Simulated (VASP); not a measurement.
Crystal: WC.

```
W C
1.0
     0.00000    2.17797    2.17797
     2.17797    0.00000    2.17797
     2.17797    2.17797    0.00000
W C
1 1
Direct
  0.00000 0.00000 0.00000
  0.50000 0.50000 0.50000
```

Base run:

```yaml
Program: VASP 6.6.1
Functional: r2SCAN
Potentials_or_basis: VASP PAW PBE potentials, release 64 (W_sv, C)
Cutoff: 520 eV
k_mesh: 10 × 10 × 10
Occupations: fermi-dirac, width 0.05 eV
Spin: no spin polarisation
```

Its results: band gap on the k mesh zero (band 9 reaches 13.86 eV, above the bottom of band 10 at 10.43 eV); pressure 3.9 GPa.

**Question.** The run is repeated on the same cell with these changes: functional from r2SCAN to PBE0; k mesh from 10 × 10 × 10 to 6 × 6 × 6. What comes out?

**Answer.** Band gap on the k mesh zero (band 9 reaches 14.36 eV, above the bottom of band 10 at 10.25 eV); pressure -2.4 GPa.

Several settings changed at once, so the effect can't be laid on one alone.

Caveats: some runs use coarse meshes; the PAW data sets were made with another functional, which shifts forces and pressure a little; spin-orbit coupling is left out, which moves the levels of the heavy elements.
